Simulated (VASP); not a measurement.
Here is a VASP 6.6.1 calculation.

Contents of INCAR:

```
SYSTEM = RbBr
ALGO     = Normal         ! electronic algorithm
EDIFF    = 1E-6           ! SCF threshold, eV
ENCUT    = 520            ! plane-wave cutoff, eV
GGA      = CA             ! functional
ISIF     = 2              ! what is computed and relaxed
ISMEAR   = 0              ! smearing method
LASPH    = .TRUE.         ! aspherical terms in the spheres
LCHARG   = .FALSE.        ! write CHGCAR
LREAL    = .FALSE.        ! projectors in reciprocal space
LWAVE    = .FALSE.        ! write WAVECAR
NBANDS   = 15             ! bands
NELM     = 100            ! most SCF steps
PREC     = Accurate       ! precision mode
SIGMA    = 0.02           ! smearing width, eV
```

KPOINTS

```
k-points
0
G
  6 6 6
  0 0 0
```

The input POSCAR:

```
RbBr
1.0
    3.9675087118      0.0000000000      0.0000000000
    0.0000000000      3.9675087118      0.0000000000
    0.0000000000      0.0000000000      3.9675087118
Rb Br
1 1
Direct
    0.0000000000      0.0000000000      0.0000000000
    0.5000000000      0.5000000000      0.5000000000
```

Potentials or basis: VASP PAW LDA potentials, release 64 (Rb_sv, Br).

Launch:

```console
$ cat potpaw_LDA.64/Rb_sv/POTCAR potpaw_LDA.64/Br/POTCAR > POTCAR
$ mpirun -np 1 vasp_std > vasp.out
```

(1) Predict the pressure.

(2) Estimate the band gap on the k mesh.

## Answers

(1) 0.1 GPa.

(2) 4.13 eV, indirect (least direct gap 4.28 eV).
